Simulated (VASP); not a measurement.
Si2NF2:

```
CELL_PARAMETERS angstrom
3.47472 0.00000 0.00000
-1.73736 3.00919 0.00000
0.00000 0.00000 5.95083
ATOMIC_POSITIONS crystal
Si 0.33333 0.66667 0.00000
Si 0.66667 0.33333 0.00000
N 0.00000 0.00000 0.50000
F 0.00000 0.00000 0.13261
F 0.00000 0.00000 0.86739
```

The cell was generated, and may not be a known phase.

```yaml
Program: VASP 6.6.1
Task: relaxation of cell and atoms
Functional: PBE
Potentials_or_basis: VASP PAW PBE potentials, release 64 (Si, N, F)
Cutoff: 600 eV
k_mesh: 6 × 6 × 4
Occupations: gaussian, width 0.1 eV
Spin: collinear spin, ferromagnetic start
Starting_moments: "[0.0, 0.0, 1.0, 1.0, 1.0] μB"
```

At the start: pressure 84.5 GPa; volume 12.44 Å³/atom.

Where does the relaxation end?

Over 20 steps the energy falls by 1948.1 meV/atom and the volume is 18.85 Å³/atom (+51.4 %); space group P6/mmm (No. 191, to 0.1 Å) before and after; moment 1.98 μB per cell.

Step by step:
```tsv
step	energy change (eV)	largest force (eV/Å)	pressure (GPa)	volume (Å³)
1	0.0000	16.0848	84.53	62.22
2	-6.5036	0.0744	-17.04	141.98
3	-9.3846	0.7317	-1.97	95.90
4	-9.3820	0.7151	-1.36	95.13
5	-9.4435	0.9703	-0.13	92.84
6	-9.4416	0.9181	6.30	86.14
7	-9.4878	1.0536	2.33	89.71
8	-9.5192	0.9916	2.61	89.44
9	-9.5937	0.7239	3.72	88.63
10	-9.5894	0.4466	6.84	87.01
11	-9.6240	0.3726	4.84	87.96
12	-9.6864	0.2221	3.17	89.95
13	-9.7291	0.1075	0.42	93.64
14	-9.7349	0.0063	0.07	94.08
15	-9.7372	0.1363	-0.48	94.74
16	-9.7374	0.1096	-0.38	94.61
17	-9.7387	0.0999	-0.16	94.37
18	-9.7395	0.0856	0.18	94.01
19	-9.7402	0.0474	0.15	94.11
20	-9.7405	0.0003	0.11	94.23
```

Final structure:
```xyz
5
Lattice="3.9475 0.0000 0.0000 -1.9738 3.4187 0.0000 0.0000 0.0000 6.9823" Properties=species:S:1:pos:R:3 pbc="T T T"
Si    0.0000    2.2791    0.0000
Si    1.9738    1.1396    0.0000
N     0.0000    0.0000    3.4911
F     3.9475    0.0000    1.7292
F     0.0000    0.0000    5.2531
```

Caveat: the volume moved by over 15 % at a fixed basis, so the end points are rough.
